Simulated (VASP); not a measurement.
## F: single point with PBEsol

The system is F.

```
F
1.0
     3.01000   -1.78866    0.18368
     3.01000    1.78866    0.18368
    -1.19507    0.00000    6.68170
F
4
Direct
  0.92110 0.58585 0.09400
  0.41415 0.07890 0.40600
  0.07890 0.41415 0.90600
  0.58585 0.92110 0.59400
```

| Item | Value |
| --- | --- |
| Program | VASP 6.6.1 |
| Task | single point |
| Functional | PBEsol |
| Potentials or basis | VASP PAW PBE potentials, release 64 (F) |
| Cutoff | 520 eV |
| k mesh | 8 × 8 × 4 |
| Occupations | gaussian, width 0.02 eV |
| Spin | no spin polarisation |
| Dipole correction | no |
| Further INCAR settings | ALGO = Normal; EDIFF = 1e-06; NBANDS = 22 |

The pressure is 0.4 GPa and the largest force is 0.433 eV/Å. The band gap on the k mesh is 3.09 eV, indirect (least direct gap 3.10 eV).

Forces in eV/Å, atoms in the order of the input:
```
F   -0.057  0.181  0.389
F    0.057  0.181 -0.389
F    0.057 -0.181 -0.389
F   -0.057 -0.181  0.389
```

Stress tensor (GPa, compression positive):
```
-0.45  0.00 -0.29
 0.00 -0.04  0.00
-0.29  0.00  1.67
```

Levels at points of the mesh, in eV from the valence-band top:
| k point | band 11 | band 12 | band 13 | band 14 | band 15 | band 16 | band 17 | band 18 |
| --- | --- | --- | --- | --- | --- | --- | --- | --- |
| (0.00, 0.00, 0.00) | -0.34 | -0.09 | -0.06 | -0.01 | 3.09 | 3.83 | 8.82 | 11.44 |
| (0.50, 0.00, 0.00) | -0.26 | -0.22 | -0.12 | -0.08 | 3.53 | 3.54 | 12.76 | 12.79 |
| (0.50, 0.50, 0.00) | -0.46 | -0.39 | -0.08 | 0.00 | 3.26 | 3.79 | 12.45 | 13.78 |
| (0.00, 0.00, 0.50) | -0.21 | -0.21 | -0.05 | -0.05 | 3.44 | 3.44 | 9.72 | 9.72 |
| (0.50, 0.00, 0.50) | -0.22 | -0.20 | -0.09 | -0.04 | 3.50 | 3.53 | 13.24 | 13.29 |
| (0.50, 0.50, 0.50) | -0.26 | -0.26 | -0.21 | -0.21 | 3.52 | 3.52 | 12.96 | 12.96 |

Wall time 2.1 min on 1 thread of Oxide Virtual Turin-like Processor (shared host), peak memory 0.19 GiB.

Caveat: the PAW data sets were made with another functional, which shifts forces and pressure a little. A k mesh can miss the band edges.
